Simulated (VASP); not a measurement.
# Be (Im-3m) in VASP: further runs, part 2 of 2

VASP 6.6.1.

## (3) Single point, PBEsol

INCAR reads:

```
SYSTEM = Be
ALGO = Normal
EDIFF = 1E-6
ENCUT = 520
GGA = PS
ISIF = 2
ISMEAR = -1
LASPH = .True.
LCHARG = .False.
LREAL = .False.
LWAVE = .False.
NBANDS = 7
NELM = 80
PREC = Accurate
SIGMA = 0.1
```

KPOINTS reads:

```
k-points
0
Gamma
  24 24 24
  0 0 0
```

POSCAR reads:

```
Be
1.0
   -1.1067648780      1.1067648780      1.1067648780
    1.1067648780     -1.1067648780      1.1067648780
    1.1067648780      1.1067648780     -1.1067648780
Be
1
Direct
    0.0000000000      0.0000000000      0.0000000000
```

Potentials or basis: VASP PAW PBE potentials, release 64 (Be).

Run with:

```sh
$ cat potpaw_PBE.64/Be/POTCAR > POTCAR
$ mpirun -np 1 vasp_std > vasp.out
```

OUTCAR:

```text
SYSTEM = Be
   EDIFF = 1E-6
   ENCUT = 520
   GGA = PS
   ISIF = 2
   ISMEAR = -1
   LASPH = .True.
   LREAL = .False.
   NELM = 80
   PREC = Accurate

 ion  position               nearest neighbor table
   1  0.000  0.000  0.000-

  LATTYP: Found a body centered cubic cell.
 ALAT       =     2.2135297560

  Lattice vectors:

 A1 = (  -1.1067648780,   1.1067648780,   1.1067648780)
 A2 = (   1.1067648780,  -1.1067648780,   1.1067648780)
 A3 = (   1.1067648780,   1.1067648780,  -1.1067648780)

Analysis of symmetry for initial positions (statically):
=====================================================================
 Subroutine PRICEL returns:
 Original cell was already a primitive cell.

 Routine SETGRP: Setting up the symmetry group for a
 body centered cubic supercell.

 Subroutine GETGRP returns: Found 48 space group operations
 (whereof 48 operations were pure point group operations)
 out of a pool of 48 trial point group operations.

The static configuration has the point symmetry O_h .

Analysis of symmetry for dynamics (positions and initial velocities):
=====================================================================
 Subroutine PRICEL returns:
 Original cell was already a primitive cell.

 Routine SETGRP: Setting up the symmetry group for a
 body centered cubic supercell.

 Subroutine GETGRP returns: Found 48 space group operations
 (whereof 48 operations were pure point group operations)
 out of a pool of 48 trial point group operations.

The dynamic configuration has the point symmetry O_h .

 Subroutine INISYM returns: Found 48 space group operations
 (whereof 48 operations are pure point group operations),
 and found     1 'primitive' translations

----------------------------------------------------------------------------------------

                                     Primitive cell

  volume of cell :       5.4228

[... 100 lines left out ...]
   EFERMI =   0.00;   METHOD = LEGACY
   ISMEAR =    -1;   SIGMA  =   0.10  broadening in eV -4-tet -1-fermi 0-gaus
   EFERMI_NEDOS =   21; number of points for ismear=-14 and -15
   IALGO  =     38    algorithm
   IMIX   =      4    mixing-type and parameters
     AMIX     =   0.40;   BMIX     =  1.00
     AMIX_MAG =   1.60;   BMIX_MAG =  1.00
  volume/ion in A,a.u.               =       5.42        36.60
  Fermi-wavevector in a.u.,A,eV,Ry     =   1.174022  2.218579 18.753277  1.378327
  Thomas-Fermi vector in A             =   2.310425
   LORBIT       =      0    0 simple, 1 ext, 2 COOP (PROOUT), +10 PAW based schemes
   GGA     = PS    functional components
   LHFCALC =     F    Hartree Fock is set to
   AEXX    =    0.0000 exact exchange contribution
   IVDW    =     0    specifies the selected vdW correction
   LEPSILON=     F    determine dielectric tensor
   LRPA    =     F    only Hartree local field effects (RPA)
 non-spin polarized calculation
  energy-cutoff  :      520.00
  volume of cell :        5.42
 maximum number of plane-waves:       153
   NGX =  7   NGY =  7   NGZ =  7

 number of electron       2.0000000 magnetization

 Free energy of the ion-electron system (eV)
  ---------------------------------------------------
  ext. energy  EPLUGINS =         0.00000000
  ---------------------------------------------------
  free energy    TOTEN  =        -3.44269051 eV

  energy without entropy =       -3.43935162  energy(sigma->0) =       -3.44102107

 E-fermi :  11.6028     XC(G=0): -11.9213

 val. band max:       11.5287612955   @ k =  -0.3750  -0.4167   0.1667
 cond. band min:      11.6370885997   @ k =  -0.3750  -0.4167   0.1250
 fundamental gap:      0.1083273042
 Fermi energy:        11.6027837093

 k-point     1 :       0.0000    0.0000    0.0000
  band No.  band energies     occupation
      1      -2.8917      2.00000
      2      37.6878      0.00000
      3      37.6878      0.00000
      4      37.6878      0.00000
      5      50.6612      0.00000
      6      50.6612      0.00000
      7      50.6612      0.00000
[... 221 lines left out ...]
 k-point    24 :       0.4583    0.0417   -0.0000
  band No.  band energies     occupation
      1       4.6370      2.00000
      2      13.4738      0.00000
      3      27.7881      0.00000
      4      31.1347      0.00000
      5      38.3416      0.00000
      6      46.7929      0.00000
      7      58.2588      0.00000

 [... further k-points ...]
[... 5 lines left out ...]
  --------------------------------------------------------------------------------------
  -------------------------------------------------------------------------------------
  Total        2.7561477      2.7561477      2.7561477     -0.0000000     -0.0000000      0.0000000
  in kB      814.3047608    814.3047608    814.3047608     -0.0000000     -0.0000000      0.0000000
  external PRESSURE =     814.3047608 kB  Pullay stress =       0.0000000 kB

 VOLUME and BASIS-vectors are now :
 -----------------------------------------------------------------------------
  energy-cutoff  :      520.00
  volume of cell :        5.42
      direct lattice vectors                 reciprocal lattice vectors
    -1.106764878  1.106764878  1.106764878     0.000000000  0.451767137  0.451767137
     1.106764878 -1.106764878  1.106764878     0.451767137  0.000000000  0.451767137
     1.106764878  1.106764878 -1.106764878     0.451767137  0.451767137  0.000000000

 POSITION                                       TOTAL-FORCE (eV/Angst)
 -----------------------------------------------------------------------------------
      0.00000      0.00000      0.00000        -0.000000      0.000000     -0.000000
 -----------------------------------------------------------------------------------
    total drift:                               -0.000000     -0.000000     -0.000000

  FREE ENERGIE OF THE ION-ELECTRON SYSTEM (eV)
  ---------------------------------------------------
  free  energy   TOTEN  =        -3.4426905113 eV

  energy  without entropy=       -3.4393516203  energy(sigma->0) =       -3.44102107
```

stdout:

```text
POSCAR found type information on POSCAR Be
 POSCAR found :  1 types and       1 ions
 scaLAPACK will be used
 -----------------------------------------------------------------------------
|                                                                             |
|                                                                             |
|     You enforced a specific xc type in the INCAR file but a different       |
|     I HOPE YOU KNOW WHAT YOU ARE DOING!                                     |
|                                                                             |
 -----------------------------------------------------------------------------

 LDA part: xc-table for (Slater+PW92), standard interpolation
 POSCAR, INCAR and KPOINTS ok, starting setup
 FFT: planning ... GRIDC
 FFT: planning ... GRID_SOFT
 FFT: planning ... GRID
 WAVECAR not read
 entering main loop
```

Wall time 5.3 s (1 thread of Intel Xeon 6975P-C, shared host); peak memory 0.11 GiB.

Results:

* Free energy: -3.4427 eV
* Pressure: 81.4 GPa
* Band gap on the k mesh: zero (band 1 reaches 16.84 eV, above the bottom of band 2 at 9.64 eV)

Levels at points of the mesh, in eV from the Fermi level:
```csv
k point,band 1,band 2,band 3,band 4
"(0.00, 0.00, 0.00)",-14.49,26.09,26.09,26.09
"(0.50, 0.00, 0.00)",-6.95,1.75,16.37,20.31
"(0.50, 0.50, 0.50)",5.24,5.24,5.24,11.84
```

Caveat: the PAW data sets were made with another functional, which shifts forces and pressure a little.
